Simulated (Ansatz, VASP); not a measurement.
## One calculation of MgO, two programs

The input INCAR:

```
  ALGO = Normal
  EDIFF = 1E-6
  ENCUT = 520
  GGA = PE
  ISIF = 2
  ISMEAR = 0
  LASPH = True
  LCHARG = False
  LREAL = False
  LWAVE = False
  NBANDS = 26
  NELM = 80
  PREC = Accurate
  SIGMA = 0.05
```

File KPOINTS:

```
k-points
0
Gamma
  8 8 8
```

Contents of POSCAR:

```
MgO
1.0
    3.5213164963      0.0000000000      0.0000000000
    1.7606582482     -3.0495495405     -4.2393824239
    1.7606582481      3.0495495406     -4.2393824239
Mg O
4 4
Direct
    0.8777288445      0.4556044890      0.7889378221
    0.3834507774      0.9498825557      0.2832158895
    0.1305898108      0.5412907407      0.1975296377
    0.6305898110      0.0308629709      0.7079574071
    0.6165081971      0.7141982342      0.0527853716
    0.1165081971      0.2194520382      0.5475315676
    0.3668178542      0.2998488124      0.9665154792
    0.8661985400      0.8004681268      0.4671347932
```

Input for Ansatz:

```yaml
crystal:
  lattice:
    - [3.5213164963, 0.0, 0.0]
    - [1.7606582482, -3.0495495405, -4.2393824239]
    - [1.7606582481, 3.0495495406, -4.2393824239]
  atoms:
    - { symbol: Mg, position: [0.8777288445, 0.455604489, 0.7889378221] }
    - { symbol: Mg, position: [0.3834507774, 0.9498825557, 0.2832158895] }
    - { symbol: Mg, position: [0.1305898108, 0.5412907407, 0.1975296377] }
    - { symbol: Mg, position: [0.630589811, 0.0308629709, 0.7079574071] }
    - { symbol: O, position: [0.6165081971, 0.7141982342, 0.0527853716] }
    - { symbol: O, position: [0.1165081971, 0.2194520382, 0.5475315676] }
    - { symbol: O, position: [0.3668178542, 0.2998488124, 0.9665154792] }
    - { symbol: O, position: [0.86619854, 0.8004681268, 0.4671347932] }
basis:
  ecutwfc: 520.0
kpoints:
  mp_grid: { grid: [8, 8, 8] }
hamiltonian:
  xc: pbe
  pseudopotentials: { kind: paw, azcp: { folder: soft_1 } }
scf:
  occupations: { method: gaussian, width: 0.05 }
output:
  forces: true
  stress: true
  eigenvalues: true
```

Change from the starting cell: mode 12 frozen in at -0.072 Å and mode 21 at -0.032 Å (largest displacements).

Alike in both runs: task single point; functional PBE; k mesh 8 × 8 × 8; occupations gaussian, width 0.05 eV; no spin polarisation.

```csv
,VASP,Ansatz
version,VASP 6.6.1,Ansatz 0.2.0
potentials or method,"VASP PAW PBE potentials, release 64 (Mg, O), cutoff 520 eV","scalar-relativistic, plane waves, PAW"
valence electrons in the cell,32,64
```

|  | VASP | Ansatz | Ansatz less VASP |
| --- | --- | --- | --- |
| gap on the k mesh at the Fermi level (eV) | 3.22 | 3.25 | +0.022 |
| least direct gap on the mesh (eV) | 3.22 | 3.25 | +0.022 |
| pressure (GPa) | 0.5 | 1.1 | +0.57 |
| traceless stress, the component that is largest in VASP (GPa) | 2.84 | 2.90 | +0.065 |
| rms of the force components (eV/Å) | 0.425 | 0.419 | -0.0054 |

Atom by atom the forces differ by 0.005 eV/Å (rms over components). The functional is the same, so the differences come from potentials, cutoffs and numerics. VASP's potentials hold 32 valence electrons a cell and Ansatz's 64, so a difference there can come from the potentials and not from the codes.
